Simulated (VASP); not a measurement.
# C (Fmmm) in VASP: notebook

C is run at these levels: r2SCAN; tasks: single point.

All numbers are computed with VASP 6.6.1; they aren't measurements. Logs are shortened: lines on timing, memory, paths and dates and some standing lists are left out, and cuts for length are marked.

## (1) The cell of the first run

Symmetry: Fmmm, No. 69, orthorhombic system. The conventional cell has a = 2.456 Å, b = 4.253 Å, c = 7.101 Å, α = 90.00°, β = 90.00°, γ = 90.00°. Within 1.9 Å of C (site symmetry m2m) lie 3 C at 1.42 Å.

## (2) Single point, r2SCAN

Contents of POSCAR:

```
C
1.0
    0.0000000000      2.1264655947      3.5505808107
    1.2281268293      0.0000000000      3.5505808107
    1.2281268293      2.1264655947      0.0000000000
C
2
Direct
    0.8333277298      0.1666722702      0.8333277298
    0.1666722702      0.8333277298      0.1666722702
```

Contents of INCAR.step1:

```
SYSTEM = C
ALGO = Normal
EDIFF = 1E-4
ENCUT = 520
GGA = PE
ISMEAR = 0
LASPH = .TRUE.
LCHARG = .FALSE.
LREAL = .FALSE.
LWAVE = .TRUE.
NBANDS = 11
NELM = 100
PREC = Accurate
SIGMA = 0.01
```

Contents of INCAR.step2:

```
SYSTEM = C
ALGO = Normal
EDIFF = 1E-7
ENCUT = 520
ISIF = 2
ISMEAR = 0
ISTART = 1
LASPH = .TRUE.
LCHARG = .FALSE.
LMIXTAU = .TRUE.
LREAL = .FALSE.
LWAVE = .FALSE.
METAGGA = R2SCAN
NBANDS = 11
NELM = 100
PREC = Accurate
SIGMA = 0.01
```

Contents of KPOINTS:

```
k-points
0
G
  18 18 18
  0 0 0
```

Potentials or basis: VASP PAW PBE potentials, release 64 (C).

Launch:

```sh
$ cat potpaw_PBE.64/C/POTCAR > POTCAR
$ cp INCAR.step1 INCAR
$ mpirun -np 1 vasp_std > vasp.out
$ cp INCAR.step2 INCAR
$ mpirun -np 1 vasp_std > vasp.out
```

OUTCAR:

```text
SYSTEM = C
   EDIFF = 1E-7
   ENCUT = 520
   ISIF = 2
   ISMEAR = 0
   ISTART = 1
   LASPH = .TRUE.
   LREAL = .FALSE.
   METAGGA = R2SCAN
   NELM = 100
   PREC = Accurate

 ion  position               nearest neighbor table
   1  0.833  0.167  0.833-   2 1.42   2 1.42   2 1.42
   2  0.167  0.833  0.167-   1 1.42   1 1.42   1 1.42

  LATTYP: Found a face centered orthorhombic cell.
 ALAT       =     2.4562536586
 B/A-ratio  =     1.7314706787
 C/A-ratio  =     2.8910538602

  Lattice vectors:

 A1 = (   0.0000000000,   2.1264655947,   3.5505808107)
 A2 = (   1.2281268293,   0.0000000000,   3.5505808107)
 A3 = (   1.2281268293,   2.1264655947,   0.0000000000)

Analysis of symmetry for initial positions (statically):
=====================================================================
 Subroutine PRICEL returns:
 Original cell was already a primitive cell.

 Routine SETGRP: Setting up the symmetry group for a
 face centered orthorhombic supercell.

 Subroutine GETGRP returns: Found  8 space group operations
 (whereof  8 operations were pure point group operations)
 out of a pool of  8 trial point group operations.

The static configuration has the point symmetry D_2h.

Analysis of symmetry for dynamics (positions and initial velocities):
=====================================================================
 Subroutine PRICEL returns:
 Original cell was already a primitive cell.

 Routine SETGRP: Setting up the symmetry group for a
 face centered orthorhombic supercell.

 Subroutine GETGRP returns: Found  8 space group operations
 (whereof  8 operations were pure point group operations)
 out of a pool of  8 trial point group operations.

The dynamic configuration has the point symmetry D_2h.

 Subroutine INISYM returns: Found  8 space group operations
 (whereof  8 operations are pure point group operations),
 and found     1 'primitive' translations

----------------------------------------------------------------------------------------

                                     Primitive cell

  volume of cell :      18.5452

  direct lattice vectors                    reciprocal lattice vectors
     0.000000000  2.126465595  3.550580811    -0.407124076  0.235131949  0.140822031
     1.228126829  0.000000000  3.550580811     0.407124076 -0.235131949  0.140822031
     1.228126829  2.126465595  0.000000000     0.407124076  0.235131949 -0.140822031

  length of vectors
     4.138656789  3.756982779  2.455636666     0.490782936  0.490782936  0.490782936

  position of ions in fractional coordinates (direct lattice)
     0.833327730  0.166672270  0.833327730
     0.166672270  0.833327730  0.166672270

  ion indices of the primitive-cell ions
   primitive index   ion index
                 1           1
                 2           2

----------------------------------------------------------------------------------------

 KPOINTS: k-points

Automatic generation of k-mesh.
 Grid dimensions read from file:
 generate k-points for:   18   18   18

 Generating k-lattice:

  Cartesian coordinates                     Fractional coordinates (reciprocal lattice)
    -0.022618004  0.013062886  0.007823446     0.055555556  0.000000000  0.000000000
     0.022618004 -0.013062886  0.007823446    -0.000000000  0.055555556 -0.000000000
     0.022618004  0.013062886 -0.007823446     0.000000000 -0.000000000  0.055555556

  Length of vectors
     0.027265719  0.027265719  0.027265719

  Shift w.r.t. Gamma in fractional coordinates (k-lattice)
     0.000000000  0.000000000  0.000000000

 Subroutine IBZKPT returns following result:
 ===========================================

 Found    865 irreducible k-points:

 Following reciprocal coordinates:
            Coordinates               Weight
  0.000000  0.000000  0.000000      1.000000
  0.055556 -0.000000  0.000000      8.000000
  0.111111 -0.000000  0.000000      8.000000
  0.166667  0.000000  0.000000      8.000000
  0.222222 -0.000000  0.000000      8.000000
  0.277778  0.000000  0.000000      8.000000
[... 16 lines left out ...]
 -0.277778  0.055556 -0.000000      8.000000
 -0.222222  0.055556 -0.000000      8.000000
 [... further k-points ...]
   k-points           NKPTS =    865   k-points in BZ     NKDIM =    865   number of bands    NBANDS=     11
   number of dos      NEDOS =    301   number of ions     NIONS =      2
   total plane-waves  NPLWV =  16128
   dimension x,y,z NGX =    32 NGY =   28 NGZ =   18
   dimension x,y,z NGXF=    64 NGYF=   56 NGZF=   36
   ions per type =               2
   NGX,Y,Z   is equivalent  to a cutoff of  12.85, 12.39, 12.19 a.u.
   NGXF,Y,Z  is equivalent  to a cutoff of  25.71, 24.78, 24.37 a.u.
 SYSTEM =  C
   PREC   = accura    normal or accurate (medium, high low for compatibility)
   ISTART =      1    job   : 0-new  1-cont  2-samecut
   ICHARG =      0    charge: 1-file 2-atom 10-const
   ISPIN  =      1    spin polarized calculation?
   LNONCOLLINEAR =      F non collinear calculations
   LSORBIT =      F    spin-orbit coupling
   LASPH  =      T    aspherical Exc in radial PAW
   ENCUT  =  520.0 eV  38.22 Ry    6.18 a.u.   7.70  6.99  4.57*2*pi/ulx,y,z
   NELM   =    100;   NELMIN=  2; NELMDL=  0     # of ELM steps
   EDIFF  = 0.1E-06   stopping-criterion for ELM
   LREAL  =      F    real-space projection
   EDIFFG = 0.1E-05   stopping-criterion for IOM
   NSW    =      0    number of steps for IOM
   IBRION =     -1    ionic relax: 0-MD 1-quasi-New 2-CG
   NFREE  =      0    steps in history (QN), initial steepest desc. (CG)
   ISIF   =      2    stress and relaxation
   ISYM   =      2    0-nonsym 1-usesym 2-fastsym
   POTIM  = 0.5000    time-step for ionic-motion
   TEBEG  =    0.0;   TEEND  =   0.0 temperature during run
   PSTRESS=    0.0 pullay stress
   NELECT =       8.0000    total number of electrons
   NUPDOWN=      -1.0000    fix difference up-down
   EMIN   =  10.00;   EMAX   =-10.00  energy-range for DOS
   EFERMI =   0.00;   METHOD = LEGACY
   ISMEAR =     0;   SIGMA  =   0.01  broadening in eV -4-tet -1-fermi 0-gaus
   EFERMI_NEDOS =   21; number of points for ismear=-14 and -15
   IALGO  =     38    algorithm
   IMIX   =      4    mixing-type and parameters
     AMIX     =   0.40;   BMIX     =  1.00
     AMIX_MAG =   1.60;   BMIX_MAG =  1.00
  volume/ion in A,a.u.               =       9.27        62.57
  Fermi-wavevector in a.u.,A,eV,Ry     =   1.236976  2.337545 20.818395  1.530109
  Thomas-Fermi vector in A             =   2.371562
   LORBIT       =      0    0 simple, 1 ext, 2 COOP (PROOUT), +10 PAW based schemes
   METAGGA = R2SCAN    functional components
   LHFCALC =     F    Hartree Fock is set to
   AEXX    =    0.0000 exact exchange contribution
   IVDW    =     0    specifies the selected vdW correction
   LEPSILON=     F    determine dielectric tensor
   LRPA    =     F    only Hartree local field effects (RPA)
 non-spin polarized calculation
 Gauss-broadening in eV      SIGMA  =   0.01
  energy-cutoff  :      520.00
  volume of cell :       18.55
 maximum number of plane-waves:       524
   NGX = 15   NGY = 13   NGZ =  9

 number of electron       8.0000000 magnetization

 Free energy of the ion-electron system (eV)
  ---------------------------------------------------
  ext. energy  EPLUGINS =         0.00000000
  ---------------------------------------------------
  free energy    TOTEN  =       -19.87407724 eV

  energy without entropy =      -19.87407724  energy(sigma->0) =      -19.87407724

 E-fermi :   4.2044     XC(G=0): -10.7380

 val. band max:        4.1751420620   @ k =  -0.2778   0.0556   0.3333
 cond. band min:       4.2336620547   @ k =  -0.2222   0.1111   0.3333
 fundamental gap:      0.0585199927
 Fermi energy:         4.2044029903

 k-point     1 :       0.0000    0.0000    0.0000
  band No.  band energies     occupation
      1     -16.7309      2.00000
      2      -3.1265      2.00000
      3       0.9933      2.00000
      4       1.0048      2.00000
      5       8.1625      0.00000
      6      12.9313      0.00000
      7      12.9693      0.00000
      8      16.6822      0.00000
      9      17.5194      0.00000
     10      28.1926      0.00000
     11      29.1126      0.00000

 k-point     2 :       0.0556   -0.0000    0.0000
  band No.  band energies     occupation
      1     -16.6516      2.00000
      2      -3.0500      2.00000
      3       0.6807      2.00000
      4       0.8280      2.00000
      5       8.2898      0.00000
      6      13.0081      0.00000
      7      13.2807      0.00000
      8      16.3804      0.00000
      9      17.6681      0.00000
     10      28.4496      0.00000
     11      28.7664      0.00000

 k-point     3 :       0.1111   -0.0000    0.0000
  band No.  band energies     occupation
      1     -16.4139      2.00000
      2      -2.8205      2.00000
      3      -0.1989      2.00000
      4       0.3815      2.00000
      5       8.6702      0.00000
      6      13.0694      0.00000
      7      14.2334      0.00000
      8      15.5289      0.00000
      9      18.1475      0.00000
     10      27.6175      0.00000
     11      29.1645      0.00000

 k-point     4 :       0.1667    0.0000    0.0000
  band No.  band energies     occupation
      1     -16.0195      2.00000
      2      -2.4383      2.00000
      3      -1.4589      2.00000
      4      -0.2177      2.00000
      5       9.2980      0.00000
      6      13.0177      0.00000
      7      14.2561      0.00000
      8      15.6644      0.00000
      9      18.9681      0.00000
     10      26.0641      0.00000
     11      30.0088      0.00000

 k-point     5 :       0.2222   -0.0000    0.0000
  band No.  band energies     occupation
      1     -15.4708      2.00000
      2      -2.9306      2.00000
      3      -1.9051      2.00000
      4      -0.8534      2.00000
      5      10.1562      0.00000
      6      12.7166      0.00000
      7      12.8496      0.00000
      8      17.4303      0.00000
      9      20.0232      0.00000
     10      24.5774      0.00000
     11      29.2707      0.00000
[... 211 lines left out ...]
 k-point    21 :      -0.3889    0.0556   -0.0000
  band No.  band energies     occupation
      1     -11.9104      2.00000
      2      -8.9679      2.00000
      3      -2.5402      2.00000
      4       1.4069      2.00000
      5       6.4366      0.00000
      6      12.0238      0.00000
      7      15.0919      0.00000
      8      19.3980      0.00000
      9      23.8751      0.00000
     10      24.8833      0.00000
     11      26.8082      0.00000

 k-point    22 :      -0.3333    0.0556   -0.0000
  band No.  band energies     occupation
      1     -12.9780      2.00000
      2      -7.5665      2.00000
      3      -2.3116      2.00000
      4       0.6374      2.00000
      5       7.6654      0.00000
      6      12.1234      0.00000
      7      13.5366      0.00000
      8      20.5817      0.00000
      9      23.3855      0.00000
     10      23.5879      0.00000
     11      27.1032      0.00000

 k-point    23 :      -0.2778    0.0556   -0.0000
  band No.  band energies     occupation
      1     -13.9504      2.00000
      2      -6.0506      2.00000
      3      -1.9406      2.00000
      4      -0.2372      2.00000
      5       9.2395      0.00000
      6      11.9279      0.00000
      7      12.4982      0.00000
      8      21.4404      0.00000
      9      21.5699      0.00000
     10      22.8435      0.00000
     11      27.6440      0.00000

 k-point    24 :      -0.2222    0.0556   -0.0000
  band No.  band energies     occupation
      1     -14.7903      2.00000
      2      -4.4843      2.00000
      3      -1.4445      2.00000
      4      -1.0556      2.00000
      5      10.7009      0.00000
      6      11.0536      0.00000
      7      12.6255      0.00000
      8      19.4051      0.00000
      9      21.2161      0.00000
     10      23.2054      0.00000
     11      28.3964      0.00000

 [... further k-points ...]
[... 5 lines left out ...]
  --------------------------------------------------------------------------------------
  -------------------------------------------------------------------------------------
  Total        0.1176914      0.1187358     -0.0098590      0.0000000      0.0000000      0.0000000
  in kB       10.1677406     10.2579700     -0.8517493      0.0000000      0.0000000      0.0000000
  external PRESSURE =       6.5246537 kB  Pullay stress =       0.0000000 kB

 VOLUME and BASIS-vectors are now :
 -----------------------------------------------------------------------------
  energy-cutoff  :      520.00
  volume of cell :       18.55
      direct lattice vectors                 reciprocal lattice vectors
     0.000000000  2.126465595  3.550580811    -0.407124076  0.235131949  0.140822031
     1.228126829  0.000000000  3.550580811     0.407124076 -0.235131949  0.140822031
     1.228126829  2.126465595  0.000000000     0.407124076  0.235131949 -0.140822031

 POSITION                                       TOTAL-FORCE (eV/Angst)
 -----------------------------------------------------------------------------------
      1.22813      3.54409      3.55058         0.000000     -0.002758      0.000000
      1.22813      0.70885      3.55058         0.000000      0.002758      0.000000
 -----------------------------------------------------------------------------------
    total drift:                                0.000000      0.000000     -0.000000

  FREE ENERGIE OF THE ION-ELECTRON SYSTEM (eV)
  ---------------------------------------------------
  free  energy   TOTEN  =       -19.8740772365 eV

  energy  without entropy=      -19.8740772350  energy(sigma->0) =      -19.87407724
```

It took 11 min on 1 thread of Intel Xeon Platinum 8259CL at 2.50GHz (Skylake/Cascade Lake), shared host; peak memory 0.26 GiB.

What came out:

```
Free energy            : -19.8741 eV
Pressure               : 0.7 GPa
Band gap on the k mesh : 0.06 eV, indirect (least direct gap 0.11 eV)
```

Forces in eV/Å, atoms in the order of the input:
```
C    0.000 -0.003  0.000
C    0.000  0.003  0.000
```

Levels at points of the mesh, in eV from the valence-band top:
```csv
k point,band 1,band 2,band 3,band 4,band 5,band 6,band 7,band 8,band 9
"(0.00, 0.00, 0.00)",-20.91,-7.30,-3.18,-3.17,3.99,8.76,8.79,12.51,13.34
"(0.50, 0.00, 0.00)",-15.29,-14.05,-6.79,-2.50,1.80,7.81,12.78,13.65,19.52
"(0.50, 0.50, 0.00)",-20.72,-8.80,-3.19,-3.17,8.73,8.78,9.75,12.61,13.25
"(0.50, 0.00, 0.50)",-15.35,-14.11,-6.78,-1.93,2.49,7.94,11.46,11.59,18.68
"(0.00, 0.50, 0.50)",-15.21,-14.00,-6.81,-3.01,1.22,7.67,14.13,17.15,20.11
```

Caveat: the PAW data sets were made with another functional, which shifts forces and pressure a little. A k mesh can miss the band edges.

(Continued in part 2 of 2.)
